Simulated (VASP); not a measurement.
Write the native input for VASP 6.6.1 that does the following.

| Quantity | Value |
| --- | --- |
| Task | single point |
| Functional | PBE |
| Potentials or basis | VASP PAW PBE potentials, release 64 (Cd) |
| Cutoff | 520 eV |
| k mesh | 9 × 9 × 9 |
| Occupations | gaussian, width 0.1 eV |
| Spin | no spin polarisation |
| Dipole correction | no |
| Further INCAR settings | ALGO = Normal; EDIFF = 1e-07; NBANDS = 12 |

The structure of Cd lies in POSCAR:

```
Cd
1.0
    1.6080291515      0.9283960635      2.4492874100
   -1.6080291515      0.9283960635      2.4492874100
    0.0000000000     -1.8567921270      2.4492874100
Cd
1
Direct
    0.0000000000      0.0000000000      0.0000000000
```

The input as run:

INCAR

```
PREC = Accurate
ENCUT = 520
EDIFF = 1E-7
ISMEAR = 0
SIGMA = 0.1
LREAL = F
LASPH = T
NELM = 100
ALGO = Normal
ISIF = 2
LWAVE = F
LCHARG = F
GGA = PE
NBANDS = 12
```

KPOINTS

```
regular mesh
0
Gamma
  9 9 9
```

Potentials or basis: VASP PAW PBE potentials, release 64 (Cd).

Launch:

```sh
$ cat potpaw_PBE.64/Cd/POTCAR > POTCAR
$ mpirun -np 1 vasp_std > vasp.out
```

Results of the run:

```json
{
  "Pressure": "2.6 GPa",
  "Band gap on the k mesh": "zero (band 6 reaches 3.49 eV, above the bottom of band 7 at 1.55 eV)"
}
```

Run time: 5.7 s on 1 thread of Intel(R) Xeon(R) 6975P-C (Granite Rapids) (shared host), peak memory 0.14 GiB.
